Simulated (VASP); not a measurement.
Wanted: the native input for a VASP 6.6.1 run.

```
Task                   : relaxation of volume and atoms at fixed shape
Functional             : LDA
Potentials or basis    : VASP PAW LDA potentials, release 64 (Sc_sv, Cu_sv_GW)
Cutoff                 : 820 eV
k mesh                 : 8 × 8 × 8
Occupations            : fermi-dirac, width 0.1 eV
Spin                   : no spin polarisation
Dipole correction      : no
Further INCAR settings : ALGO = Normal; EDIFF = 1e-07; IBRION = 2; EDIFFG = -0.01; NSW = 60; ISIF = 8
```

The structure of ScCu lies in POSCAR:

```
ScCu
1.0
    3.2560000000      0.0000000000      0.0000000000
    0.0000000000      3.2560000000      0.0000000000
    0.0000000000      0.0000000000      3.2560000000
Sc Cu
1 1
Direct
    0.5000000000      0.5000000000      0.5000000000
    0.0000000000      0.0000000000      0.0000000000
```

The input as run:

INCAR

```
PREC = Accurate
ENCUT = 820
EDIFF = 1E-7
ISMEAR = -1
SIGMA = 0.1
LREAL = False
LASPH = True
NELM = 120
ALGO = Normal
ISIF = 8
LWAVE = False
LCHARG = False
GGA = CA
IBRION = 2
NSW = 60
EDIFFG = -0.01
GGA_COMPAT = False
NELMIN = 4
```

KPOINTS

```
regular mesh
0
Gamma
  8 8 8
```

Potentials or basis: VASP PAW LDA potentials, release 64 (Sc_sv, Cu_sv_GW).

Run with:

```bash
$ cat potpaw_LDA.64/Sc_sv/POTCAR potpaw_LDA.64/Cu_sv_GW/POTCAR > POTCAR
$ mpirun -np 1 vasp_std > vasp.out
```

It gave:

The relaxed volume is 15.91 Å³/atom, the relaxed cell is a = 3.169 Å, b = 3.169 Å, c = 3.169 Å, α = 90.00°, β = 90.00°, γ = 90.00° and the space group after relaxing (to 0.1 Å) is Pm-3m (No. 221). The energy gained by relaxing is 34.9 meV/atom and the ionic steps are 3. The pressure after relaxing is -0.1 GPa and the band gap on the k mesh is zero (bands 15 and 16 overlap by 2.18 eV).

Wall time 75 s on 1 thread of Intel(R) Xeon(R) 6975P-C (Granite Rapids), with other jobs on the host, peak memory 0.21 GiB.
